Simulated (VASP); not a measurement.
Input of a VASP 6.6.1 run:

Contents of INCAR:

```
SYSTEM = Ti
  ALGO = Normal
  EDIFF = 1E-7
  ENCUT = 520
  GGA = PS
  ISIF = 2
  ISMEAR = -1
  LASPH = .True.
  LCHARG = .False.
  LREAL = .False.
  LWAVE = .False.
  NBANDS = 19
  NELM = 100
  PREC = Accurate
  SIGMA = 0.08
```

KPOINTS

```
k-points
0
Gamma
  13 13 7
  0 0 0
```

POSCAR

```
Ti
1.0
    2.9499978604      0.0442499679      0.0442499679
   -1.4366773339      2.5326481043      0.0161966124
    0.0702900000      0.0702900000      4.6860000000
Ti
2
Direct
    0.3333333333      0.6666666667      0.2500000000
    0.6666666667      0.3333333333      0.7500000000
```

Potentials or basis: VASP PAW PBE potentials, release 64 (Ti_sv).

Run with:

```sh
$ cat potpaw_PBE.64/Ti_sv/POTCAR > POTCAR
$ mpirun -np 1 vasp_std > vasp.out
```

(1) Predict the pressure.

(2) What does it give for the largest force?

## Answers

(1) -5.9 GPa.

(2) 0.072 eV/Å.

Caveat: the cell differs from its parent crystal (equal xy, yz and zx shear strains of +3 %); the PAW data sets were made with another functional, which shifts forces and pressure a little.
